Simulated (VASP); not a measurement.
A run of VASP 6.6.1 is set up as follows.

INCAR

```
SYSTEM = GaP
ALGO = Normal ; EDIFF = 1E-6
ENCUT = 520 ; GGA = PE
ISIF = 2 ; ISMEAR = -1
LASPH = .TRUE. ; LCHARG = .TRUE.
LELF = .TRUE. ; LREAL = .FALSE.
LVHAR = .TRUE. ; LWAVE = .FALSE.
NBANDS = 26 ; NELM = 60
PREC = Accurate ; SIGMA = 0.05
```

The input KPOINTS:

```
k-points
0
G
  8 8 8
  0 0 0
```

Contents of POSCAR:

```
GaP
1.0
    1.9811231871      1.1438020054      6.5569364368
   -1.9811231871      1.1438020054      6.5569364368
    0.0000000000     -2.2876040107      6.5569364368
Ga P
2 2
Direct
    0.5646280000      0.5646280000      0.5646280000
    0.4353720000      0.4353720000      0.4353720000
    0.9426110000      0.9426110000      0.9426110000
    0.0573890000      0.0573890000      0.0573890000
```

Potentials or basis: VASP PAW PBE potentials, release 64 (Ga_d, P).

The run is started by

```bash
$ cat potpaw_PBE.64/Ga_d/POTCAR potpaw_PBE.64/P/POTCAR > POTCAR
$ mpirun -np 1 vasp_std > vasp.out
```

(1) Estimate the largest force.

(2) Estimate the pressure.

Answers

(1) 0.120 eV/Å.

(2) -3.6 GPa.

Caveat: the cell stands under tension; semilocal functionals underestimate gaps, and a narrow one can read as zero.
